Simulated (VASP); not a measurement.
# Si (Fd-3m) in VASP: settings compared, part 3 of 3

VASP 6.6.1.

### Step 4. Single point, revPBE+D3(BJ) (23.19 Å³/atom)

This run uses another cell than the first one, of 23.19 Å³/atom.

INCAR reads:

```
PREC = Accurate
ENCUT = 500
EDIFF = 1E-6
ISMEAR = 0
SIGMA = 0.01
LREAL = F
LASPH = T
NELM = 120
ALGO = Normal
ISIF = 2
LWAVE = F
LCHARG = F
GGA = RE
IVDW = 12
NBANDS = 11
GGA_COMPAT = F
```

KPOINTS reads:

```
regular mesh
0
Gamma
  8 8 8
```

POSCAR reads:

```
Si
1.0
    0.0000000000      2.8516550550      2.8516550550
    2.8516550550      0.0000000000      2.8516550550
    2.8516550550      2.8516550550      0.0000000000
Si
2
Direct
    1.0000000000      1.0000000000      1.0000000000
    0.2500000000      0.2500000000      0.2500000000
```

Potentials or basis: VASP PAW PBE potentials, release 64 (Si).

Run with:

```
$ cat potpaw_PBE.64/Si/POTCAR > POTCAR
$ mpirun -np 1 vasp_std > vasp.out
```

OUTCAR:

```text
PREC = Accurate
   ENCUT = 500
   EDIFF = 1E-6
   ISMEAR = 0
   LREAL = F
   LASPH = T
   NELM = 120
   ISIF = 2
   GGA = RE
   IVDW = 12
 IVDW          = 12

 ion  position               nearest neighbor table
   1  0.000  0.000  0.000-   2 2.47   2 2.47   2 2.47   2 2.47
   2  0.250  0.250  0.250-   1 2.47   1 2.47   1 2.47   1 2.47

  LATTYP: Found a face centered cubic cell.
 ALAT       =     5.7033101100

  Lattice vectors:

 A1 = (   0.0000000000,   2.8516550550,   2.8516550550)
 A2 = (   2.8516550550,   0.0000000000,   2.8516550550)
 A3 = (   2.8516550550,   2.8516550550,   0.0000000000)

Analysis of symmetry for initial positions (statically):
=====================================================================
 Subroutine PRICEL returns:
 Original cell was already a primitive cell.

 Routine SETGRP: Setting up the symmetry group for a
 face centered cubic supercell.

 Subroutine GETGRP returns: Found 48 space group operations
 (whereof 24 operations were pure point group operations)
 out of a pool of 48 trial point group operations.

The static configuration has the point symmetry T_d .
 The point group associated with its full space group is O_h .

Analysis of symmetry for dynamics (positions and initial velocities):
=====================================================================
 Subroutine PRICEL returns:
 Original cell was already a primitive cell.

 Routine SETGRP: Setting up the symmetry group for a
 face centered cubic supercell.

 Subroutine GETGRP returns: Found 48 space group operations
 (whereof 24 operations were pure point group operations)
 out of a pool of 48 trial point group operations.

The dynamic configuration has the point symmetry T_d .
 The point group associated with its full space group is O_h .

 Subroutine INISYM returns: Found 48 space group operations
 (whereof 24 operations are pure point group operations),
 and found     1 'primitive' translations

----------------------------------------------------------------------------------------

                                     Primitive cell

  volume of cell :      46.3790

  direct lattice vectors                    reciprocal lattice vectors
     0.000000000  2.851655055  2.851655055    -0.175336775  0.175336775  0.175336775
     2.851655055  0.000000000  2.851655055     0.175336775 -0.175336775  0.175336775
     2.851655055  2.851655055  0.000000000     0.175336775  0.175336775 -0.175336775

  length of vectors
     4.032849254  4.032849254  4.032849254     0.303692202  0.303692202  0.303692202

  position of ions in fractional coordinates (direct lattice)
     0.000000000  0.000000000  0.000000000
     0.250000000  0.250000000  0.250000000

  ion indices of the primitive-cell ions
   primitive index   ion index
                 1           1
                 2           2

----------------------------------------------------------------------------------------

 KPOINTS: regular mesh

Automatic generation of k-mesh.
[... 26 lines left out ...]
  0.375000  0.000000  0.000000      8.000000
  0.500000  0.000000  0.000000      4.000000
  0.125000  0.125000  0.000000      6.000000
[... 16 lines left out ...]
  0.500000  0.250000  0.125000     48.000000
 -0.375000  0.250000  0.125000     24.000000
 [... further k-points ...]
   k-points           NKPTS =     29   k-points in BZ     NKDIM =     29   number of bands    NBANDS=     11
   number of dos      NEDOS =    301   number of ions     NIONS =      2
   total plane-waves  NPLWV =  27000
   dimension x,y,z NGX =    30 NGY =   30 NGZ =   30
   dimension x,y,z NGXF=    60 NGYF=   60 NGZF=   60
   ions per type =               2
   NGX,Y,Z   is equivalent  to a cutoff of  12.37, 12.37, 12.37 a.u.
   NGXF,Y,Z  is equivalent  to a cutoff of  24.73, 24.73, 24.73 a.u.
 SYSTEM =  unknown system
   PREC   = accura    normal or accurate (medium, high low for compatibility)
   ISTART =      0    job   : 0-new  1-cont  2-samecut
   ICHARG =      2    charge: 1-file 2-atom 10-const
   ISPIN  =      1    spin polarized calculation?
   LNONCOLLINEAR =      F non collinear calculations
   LSORBIT =      F    spin-orbit coupling
   LASPH  =      T    aspherical Exc in radial PAW
   ENCUT  =  500.0 eV  36.75 Ry    6.06 a.u.   7.35  7.35  7.35*2*pi/ulx,y,z
   NELM   =    120;   NELMIN=  2; NELMDL= -5     # of ELM steps
   EDIFF  = 0.1E-05   stopping-criterion for ELM
   LREAL  =      F    real-space projection
   EDIFFG = 0.1E-04   stopping-criterion for IOM
   NSW    =      0    number of steps for IOM
   IBRION =     -1    ionic relax: 0-MD 1-quasi-New 2-CG
   NFREE  =      0    steps in history (QN), initial steepest desc. (CG)
   ISIF   =      2    stress and relaxation
   ISYM   =      2    0-nonsym 1-usesym 2-fastsym
   POTIM  = 0.5000    time-step for ionic-motion
   TEBEG  =    0.0;   TEEND  =   0.0 temperature during run
   PSTRESS=    0.0 pullay stress
   NELECT =       8.0000    total number of electrons
   NUPDOWN=      -1.0000    fix difference up-down
   EMIN   =  10.00;   EMAX   =-10.00  energy-range for DOS
   EFERMI =   0.00;   METHOD = LEGACY
   ISMEAR =     0;   SIGMA  =   0.01  broadening in eV -4-tet -1-fermi 0-gaus
   EFERMI_NEDOS =   21; number of points for ismear=-14 and -15
   IALGO  =     38    algorithm
   IMIX   =      4    mixing-type and parameters
     AMIX     =   0.40;   BMIX     =  1.00
     AMIX_MAG =   1.60;   BMIX_MAG =  1.00
  volume/ion in A,a.u.               =      23.19       156.49
  Fermi-wavevector in a.u.,A,eV,Ry     =   0.911307  1.722120 11.299362  0.830480
  Thomas-Fermi vector in A             =   2.035570
   LORBIT       =      0    0 simple, 1 ext, 2 COOP (PROOUT), +10 PAW based schemes
   GGA     = RE    functional components
   LHFCALC =     F    Hartree Fock is set to
   AEXX    =    0.0000 exact exchange contribution
   IVDW    =    12    specifies the selected vdW correction
   LEPSILON=     F    determine dielectric tensor
   LRPA    =     F    only Hartree local field effects (RPA)
 non-spin polarized calculation
 Gauss-broadening in eV      SIGMA  =   0.01
  energy-cutoff  :      500.00
  volume of cell :       46.38
 maximum number of plane-waves:      1243
 NGX is ok and might be reduce to    30
   NGX = 15   NGY = 15   NGZ = 15

 number of electron       8.0000000 magnetization

 Free energy of the ion-electron system (eV)
  ---------------------------------------------------
  ext. energy  EPLUGINS =         0.00000000
  ---------------------------------------------------
  free energy    TOTEN  =       -10.29512857 eV

  energy without entropy =      -10.29512857  energy(sigma->0) =      -10.29512857

 E-fermi :   4.5953     XC(G=0):  -8.7598

 val. band max:        4.4904480075   @ k =   0.0000   0.0000   0.0000
 cond. band min:       5.3694196888   @ k =   0.3750   0.3750   0.0000
 fundamental gap:      0.8789716814
 Fermi energy:         4.5953466618

 k-point     1 :       0.0000    0.0000    0.0000
  band No.  band energies     occupation
      1      -6.5002      2.00000
      2       4.4904      2.00000
      3       4.4904      2.00000
      4       4.4904      2.00000
      5       6.3460      0.00000
      6       6.9879      0.00000
      7       6.9879      0.00000
      8       6.9879      0.00000
      9      12.0828      0.00000
     10      12.0834      0.00000
     11      12.0834      0.00000
[... 309 lines left out ...]
 k-point    24 :      -0.3750    0.2500    0.1250
  band No.  band energies     occupation
      1      -4.0418      2.00000
      2      -1.8005      2.00000
      3       1.4695      2.00000
      4       2.6431      2.00000
      5       7.2442      0.00000
      6       7.7268      0.00000
      7       9.9342      0.00000
      8      11.2753      0.00000
      9      11.3429      0.00000
     10      14.5426      0.00000
     11      15.2506      0.00000

 [... further k-points ...]

------------------------ aborting loop because EDIFF is reached ----------------------------------------

 Edisp (eV)   -1.10951

 E8    (eV) :    -0.7586

  FORCE on cell =-STRESS in cart. coord.  units (eV):
  Direction    XX          YY          ZZ          XY          YZ          ZX
  --------------------------------------------------------------------------------------
  -------------------------------------------------------------------------------------
  Total      -2.10560    -2.10560    -2.10560     0.00000     0.00000    -0.00000
  in kB     -72.73873   -72.73873   -72.73873     0.00000     0.00000    -0.00000
  external pressure =      -72.74 kB  Pullay stress =        0.00 kB

 VOLUME and BASIS-vectors are now :
 -----------------------------------------------------------------------------
  energy-cutoff  :      500.00
  volume of cell :       46.38
      direct lattice vectors                 reciprocal lattice vectors
     0.000000000  2.851655055  2.851655055    -0.175336775  0.175336775  0.175336775
     2.851655055  0.000000000  2.851655055     0.175336775 -0.175336775  0.175336775
     2.851655055  2.851655055  0.000000000     0.175336775  0.175336775 -0.175336775

 POSITION                                       TOTAL-FORCE (eV/Angst)
 -----------------------------------------------------------------------------------
      0.00000      0.00000      0.00000        -0.000000     -0.000000     -0.000000
      1.42583      1.42583      1.42583         0.000000      0.000000      0.000000
 -----------------------------------------------------------------------------------
    total drift:                               -0.000000     -0.000000     -0.000000

  FREE ENERGIE OF THE ION-ELECTRON SYSTEM (eV)
  ---------------------------------------------------
  free  energy   TOTEN  =       -11.4046422824 eV

  energy  without entropy=      -11.4046422824  energy(sigma->0) =      -11.40464228
```

OSZICAR:

```text
N       E                     dE             d eps       ncg     rms          rms(c)
DAV:   1     0.472336383415E+01    0.47234E+01   -0.27886E+03   638   0.521E+02
DAV:   2    -0.985417420457E+01   -0.14578E+02   -0.13630E+02   829   0.786E+01
DAV:   3    -0.103725958470E+02   -0.51842E+00   -0.51725E+00   813   0.120E+01
DAV:   4    -0.103770120680E+02   -0.44162E-02   -0.44157E-02   749   0.139E+00
DAV:   5    -0.103770648161E+02   -0.52748E-04   -0.52748E-04   795   0.139E-01    0.462E+00
DAV:   6    -0.103202669004E+02    0.56798E-01   -0.28034E-02   742   0.743E-01    0.279E+00
DAV:   7    -0.102922813608E+02    0.27986E-01   -0.66502E-02   768   0.128E+00    0.188E-01
DAV:   8    -0.102944559934E+02   -0.21746E-02   -0.42495E-03   719   0.332E-01    0.871E-02
DAV:   9    -0.102950901924E+02   -0.63420E-03   -0.92227E-04   763   0.162E-01    0.394E-02
DAV:  10    -0.102951186958E+02   -0.28503E-04   -0.27977E-05   798   0.328E-02    0.115E-02
DAV:  11    -0.102951288290E+02   -0.10133E-04   -0.20648E-05   724   0.241E-02    0.779E-03
DAV:  12    -0.102951285692E+02    0.25977E-06   -0.46669E-07   707   0.505E-03
   1 F= -.11404642E+02 E0= -.11404642E+02  d E =-.537870E-52
```

It took 19 s on 1 thread of AMD EPYC 7R43 (Zen 3), shared host; peak memory 0.13 GiB.

Results:

- Free energy: -11.4046 eV
- Pressure: -7.3 GPa
- Band gap on the k mesh: 0.88 eV (least direct gap 1.86 eV)
- Dispersion energy per atom: -0.555 eV

Levels at points of the mesh, in eV from the valence-band top:
```tsv
k point	band 1	band 2	band 3	band 4	band 5	band 6	band 7	band 8	band 9
(0.00, 0.00, 0.00)	-10.99	0.00	0.00	0.00	1.86	2.50	2.50	2.50	7.59
(0.50, 0.00, 0.00)	-9.01	-6.32	-1.07	-1.07	1.09	3.38	3.38	7.62	10.14
(0.50, 0.50, 0.00)	-7.36	-7.36	-2.48	-2.48	1.01	1.01	8.93	8.93	10.50
```

Caveat: three body term missing; the cell stands under tension; the PAW data sets were made with another functional, which shifts forces and pressure a little.

### Step 5. Single point, pbesol exchange, pbe correlation, collinear spin

This run uses another cell than the first one, of 20.16 Å³/atom.

INCAR reads:

```
  PREC = Accurate
  ENCUT = 500
  EDIFF = 1E-6
  ISMEAR = -1
  SIGMA = 0.1
  LREAL = F
  LASPH = T
  NELM = 200
  ALGO = Normal
  ISIF = 2
  LWAVE = F
  LCHARG = F
  ISPIN = 2
  MAGMOM = 0.5 0.5
  LORBIT = 11
  GGA = LIBXC
  LIBXC1 = GGA_X_PBE_SOL
  LIBXC2 = GGA_C_PBE
  NBANDS = 15
  GGA_COMPAT = F
```

KPOINTS is that of step 4.

POSCAR reads:

```
Si
1.0
    3.8492788627      0.0000000000      0.0000000000
    1.9246394314      3.3335732813      0.0000000000
    1.9246394314      1.1111910938      3.1429230304
Si
2
Direct
    0.5000000000      0.5000000000      0.5000000000
    0.7500000000      0.7500000000      0.7500000000
```

Run with:

```
$ cat potpaw_PBE.64/Si/POTCAR > POTCAR
$ mpirun -np 1 vasp_std > vasp.out
```

It took 53 s on 1 thread of AMD EPYC 7R43 (Zen 3), shared host; peak memory 0.13 GiB.

The run converged. Its results:

| Item | Value |
| --- | --- |
| Free energy | -11.6928 eV |
| Pressure | -1.1 GPa |
| Band gap on the k mesh | 0.45 eV (least direct gap 2.48 eV) |
| Net moment | 0.00 μB per cell |
| Valence electrons inside the program's atomic spheres | Si 1.68 |

Levels at points of the mesh, in eV from the valence-band top:
Spin up:
```tsv
k point	band 1	band 2	band 3	band 4	band 5	band 6	band 7	band 8	band 9
(0.00, 0.00, 0.00)	-11.96	0.00	0.00	0.00	2.48	2.48	2.48	3.27	7.59
(0.50, 0.00, 0.00)	-9.62	-7.01	-1.20	-1.20	1.42	3.22	3.22	7.40	10.44
(0.50, 0.50, 0.00)	-7.81	-7.81	-2.88	-2.88	0.53	0.53	9.99	9.99	10.87
```
Spin down:
```csv
k point,band 1,band 2,band 3,band 4,band 5,band 6,band 7,band 8
"(0.00, 0.00, 0.00)",-11.96,0.00,0.00,0.00,2.48,2.48,2.48,3.27
"(0.50, 0.00, 0.00)",-9.62,-7.01,-1.20,-1.20,1.42,3.22,3.22,7.40
"(0.50, 0.50, 0.00)",-7.81,-7.81,-2.88,-2.88,0.53,0.53,9.99,9.99
```

Caveat: the PAW data sets were made with another functional, which shifts forces and pressure a little. A k mesh can miss the band edges.

### Step 6. Single point, pbesol exchange, pbe correlation, collinear spin (18.95 Å³/atom)

This run uses another cell than the first one, of 18.95 Å³/atom.

INCAR reads:

```
SYSTEM = Si
PREC = Accurate
ENCUT = 500
EDIFF = 1E-6
ISMEAR = 0
SIGMA = 0.025
LREAL = .FALSE.
LASPH = .TRUE.
NELM = 200
ALGO = Normal
ISIF = 2
LWAVE = .FALSE.
LCHARG = .FALSE.
ISPIN = 2
MAGMOM = 0.5 0.5
LORBIT = 11
NUPDOWN = 1.0
GGA = LIBXC
LIBXC1 = GGA_X_PBE_SOL
LIBXC2 = GGA_C_PBE
NBANDS = 15
GGA_COMPAT = .FALSE.
```

KPOINTS reads:

```
Automatic mesh
0
G
  8 8 8
  0 0 0
```

POSCAR reads:

```
Si
1.0
    0.0000000000      2.6662876123      2.6662876123
    2.6662876123      0.0000000000      2.6662876123
    2.6662876123      2.6662876123      0.0000000000
Si
2
Direct
    0.5000000000      0.5000000000      0.5000000000
    0.7500000000      0.7500000000      0.7500000000
```

Potentials or basis: VASP PAW PBE potentials, release 64 (Si).

Run with:

```
$ cat potpaw_PBE.64/Si/POTCAR > POTCAR
$ mpirun -np 1 vasp_std > vasp.out
```

It took 17 s on 1 thread of Intel Xeon Platinum 8559C (Emerald Rapids), shared host; peak memory 0.16 GiB.

Results (log left out):

| Item | Value |
| --- | --- |
| Free energy | -10.4768 eV |
| Pressure | 5.6 GPa |
| Net moment | 1.00 μB per cell |
| Site moments | Si +0.17 μB |
| Valence electrons inside the program's atomic spheres | Si 1.69 |

Caveat: the cell stands under pressure; the PAW data sets were made with another functional, which shifts forces and pressure a little; the total moment is fixed, so each spin has its own Fermi level.

### Step 7. The runs side by side

| level | spin | fixed moment (μB) | cell | k mesh | cutoff (eV) | smearing | grid for exact exchange (PRECFOCK) | share of exact exchange | gap on the mesh (eV) | pressure (GPa) | moment (μB) |
| --- | --- | --- | --- | --- | --- | --- | --- | --- | --- | --- | --- |
| PBE0 | off | - | a = 3.823 Å, angles 60.0°, 2 atoms | 6 × 6 × 6 | 520 | fermi-dirac 0.05 eV | Normal | 0.25 | 1.95 | 1.4 | - |
| PBE0 | off | - | a = 3.849 Å, angles 60.0°, 2 atoms | 6 × 6 × 6 | 520 | fermi-dirac 0.05 eV | Normal | 0.25 | 1.98 | -0.7 | - |
| revPBE+D3(BJ) | off | - | a = 4.033 Å, angles 60.0°, 2 atoms | 8 × 8 × 8 | 500 | gaussian 0.01 eV | - | - | 0.88 | -7.3 | - |
| pbesol exchange, pbe correlation | collinear | - | a = 3.849 Å, angles 60.0°, 2 atoms | 8 × 8 × 8 | 500 | fermi-dirac 0.1 eV | - | - | 0.45 | -1.1 | 0.00 |
| pbesol exchange, pbe correlation | collinear | 1.0 | a = 3.771 Å, angles 60.0°, 2 atoms | 8 × 8 × 8 | 500 | gaussian 0.025 eV | - | - | - | 5.6 | 1.00 |

Alike in all rows: task single point; potentials or basis VASP PAW PBE potentials, release 64 (Si).

Caveats: the PAW data sets were made with another functional, which shifts forces and pressure a little; three body term missing (at least some runs); the cell stands under tension (at least some runs); the cell stands under pressure (at least some runs); the total moment is fixed, so each spin has its own Fermi level (at least some runs).

Total energies depend on the potentials used, so only differences within one code and one set of settings carry meaning.
